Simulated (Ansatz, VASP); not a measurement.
## One calculation of ZnS, two programs

```
Zn S
1.0
     0.00000    2.81284    2.59646
     2.81284    0.00000    2.59646
     2.81284    2.81284    0.00000
Zn S
1 1
Direct
  0.00000 0.00000 0.00000
  0.75000 0.75000 0.75000
```

Change from the starting cell: strain +0.040 along x and y, -0.040 along z, atoms carried along.

Alike in both runs: task single point; functional PBE; k mesh 10 × 10 × 10; occupations gaussian, width 0.05 eV; no spin polarisation.

```csv
,VASP,Ansatz
version,VASP 6.6.1,Ansatz 0.2.0
potentials or method,"VASP PAW PBE potentials, release 64 (Zn, S), cutoff 520 eV","scalar-relativistic, plane waves, PAW"
valence electrons in the cell,18,18
```

Ansatz gave:

- gap on the k mesh at the Fermi level (eV): 1.76
- least direct gap on the mesh (eV): 1.76
- pressure (GPa): -1.4
- traceless stress, the component that is largest in VASP (GPa): 1.93

Task: Which values does VASP return?

Result: gap on the k mesh at the Fermi level (eV): 1.77; least direct gap on the mesh (eV): 1.77; pressure (GPa): -1.2; traceless stress, the component that is largest in VASP (GPa): 1.91.

The functional is the same, so the differences come from potentials, cutoffs and numerics.
